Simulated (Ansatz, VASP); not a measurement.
Two plane-wave programs on HfO2

```
Hf O
1.0
     0.00000    2.95242    1.91907
     2.95242    0.00000    1.91907
     2.95242    2.95242    0.00000
Hf O
1 2
Direct
  0.00000 0.00000 0.00000
  0.25000 0.25000 0.25000
  0.75000 0.75000 0.75000
```

Alike in both runs: task single point; functional PBE; k mesh 8 × 8 × 8; occupations gaussian, width 0.05 eV; no spin polarisation.

|  | VASP | Ansatz |
| --- | --- | --- |
| version | VASP 6.6.1 | Ansatz 0.2.0 |
| potentials or method | VASP PAW PBE potentials, release 64 (Hf_pv, O), cutoff 520 eV | scalar-relativistic, plane waves, PAW |
| valence electrons in the cell | 22 | 38 |

VASP gave:

| Quantity | Value |
| --- | --- |
| gap on the k mesh at the Fermi level (eV) | none |
| pressure (GPa) | -0.2 |
| traceless stress, the component that is largest in VASP (GPa) | 64.01 |

Question: Which values does Ansatz return?

Answer: gap on the k mesh at the Fermi level (eV): none; pressure (GPa): 2.5; traceless stress, the component that is largest in VASP (GPa): 63.29.

A gap of «none» marks a metal or a gap that the smearing closes. VASP's potentials hold 22 valence electrons a cell and Ansatz's 38, so a difference there can come from the potentials and not from the codes.

Neither program's run includes spin-orbit coupling.
